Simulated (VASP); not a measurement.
B3As2N:

```
CELL_PARAMETERS angstrom
-1.49550 1.49550 6.34485
1.49550 -1.49550 6.34485
1.49550 1.49550 -6.34485
ATOMIC_POSITIONS crystal
N 0.00000 0.00000 0.00000
B 0.58333 0.08333 0.50000
B 0.25000 0.75000 0.50000
B 0.91667 0.41667 0.50000
As 0.66667 0.66667 0.00000
As 0.33333 0.33333 0.00000
```

| Quantity | Value |
| --- | --- |
| Program | VASP 6.6.1 |
| Task | relaxation of cell and atoms |
| Functional | PBE |
| Potentials or basis | VASP PAW PBE potentials, release 64 (N, B, As) |
| Cutoff | 600 eV |
| k mesh | 10 × 10 × 10 |
| Occupations | fermi-dirac, width 0.02 eV |
| Spin | no spin polarisation |

At the start: pressure 54.5 GPa; volume 9.46 Å³/atom.

Where does the relaxation end?

Over 13 steps the energy falls by 567.2 meV/atom and the volume is 11.10 Å³/atom (+17.4 %); space group I-4m2 (No. 119, to 0.1 Å) before and after.

Step by step:
```csv
step,energy change (eV),largest force (eV/Å),pressure (GPa),volume (Å³)
1,0.0000,7.3999,54.50,56.76
2,-0.7282,2.5307,-26.56,87.50
3,-3.1264,1.8418,-6.64,70.43
4,-3.1369,1.8512,-4.87,69.69
5,-3.1375,1.8549,-4.07,69.37
6,-3.3714,0.7153,-1.64,67.69
7,-3.3745,0.7079,-1.22,67.48
8,-3.4015,0.1564,0.35,66.42
9,-3.4028,0.0361,0.05,66.61
10,-3.4030,0.0057,-0.06,66.65
11,-3.4030,0.0061,-0.07,66.66
12,-3.4030,0.0059,0.02,66.62
13,-3.4030,0.0035,0.01,66.63
```

Final structure:
```xyz
6
Lattice="-1.5779 1.5779 6.6900 1.5779 -1.5779 6.6900 1.5779 1.5779 -6.6900" Properties=species:S:1:pos:R:3 pbc="T T T"
N     0.0000    0.0000    0.0000
B     0.0000    1.5779    0.8428
B     1.5779    0.0000    3.3450
B     0.0000    1.5779    5.8473
As    0.0000    0.0000    8.7944
As    0.0000    0.0000    4.5857
```

Caveat: the volume moved by over 15 % at a fixed basis, so the end points are rough.
